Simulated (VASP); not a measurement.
TaN (CsCl type), 2 atoms in the cell. The structure is cubic, space group Pm-3m (No. 221). The conventional cell has a = 2.525 Å, b = 2.525 Å, c = 2.525 Å, α = 90.00°, β = 90.00°, γ = 90.00°. Ta (site symmetry m-3m) has 8 N at 2.19 Å and 6 Ta at 2.52 Å within 2.9 Å. Within 2.9 Å of N (site symmetry m-3m) lie 8 Ta at 2.19 Å and 6 N at 2.52 Å. 

| Quantity | Value |
| --- | --- |
| Program | VASP 6.6.1 |
| Task | single point |
| Functional | PBE |
| Potentials or basis | VASP PAW PBE potentials, release 64 (Ta_pv, N) |
| Cutoff | 520 eV |
| k mesh | 15 × 15 × 15 |
| Occupations | fermi-dirac, width 0.05 eV |
| Spin | no spin polarisation |
| Dipole correction | no |
| Further INCAR settings | ALGO = Normal; EDIFF = 1e-06; NBANDS = 15 |

Potentials or basis: VASP PAW PBE potentials, release 64 (Ta_pv, N).

The run is started by

```sh
$ cat potpaw_PBE.64/Ta_pv/POTCAR potpaw_PBE.64/N/POTCAR > POTCAR
$ mpirun -np 1 vasp_std > vasp.out
```

Hardware: 1 thread of Intel(R) Xeon(R) 6975P-C (Granite Rapids), on a shared host.

**Question.** Estimate the wall time of this run.

**Answer.** Wall time 9.4 s on 1 thread of Intel(R) Xeon(R) 6975P-C (Granite Rapids), on a shared host, peak memory 0.14 GiB. Counts: scf iterations 12, k points 120.
